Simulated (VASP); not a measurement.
Runs of VASP 6.6.1 on Mg. The structure is that of space group Im-3m (No. 229), or close to it. The cells are those of the table. This isn't the form of Mg at room conditions, which is hcp.

```tsv
task	cell	gap on the mesh (eV)	pressure (GPa)
electric field gradients	a = 2.566 Å, angles 109.7, 109.7, 108.9°, 1 atom	none	61.1
single point	a = 2.566 Å, angles 109.7, 109.7, 108.9°, 1 atom	none	61.1
electric field gradients	a = 2.583 Å, angles 110.3, 110.3, 107.9°, 1 atom	none	56.8
electric field gradients	a = 2.575 Å, angles 110.0, 110.0, 108.4°, 1 atom	none	(a)
single point	a = 2.532 Å, angles 108.7, 108.7, 111.1°, 1 atom	none	70.9
single point	a = 2.583 Å, angles 110.3, 110.3, 107.9°, 1 atom	none	56.8
```

Alike in all rows: level PBE; potentials or basis VASP PAW PBE potentials, release 64 (Mg); no spin polarisation; k mesh 16 × 16 × 16; cutoff (eV) 520; smearing fermi-dirac 0.05 eV.

Task: Estimate the missing entries.

Result: (a) 58.9.

Caveats: the cell stands under pressure.

A gap of «none» marks levels without a gap at the run's occupations.
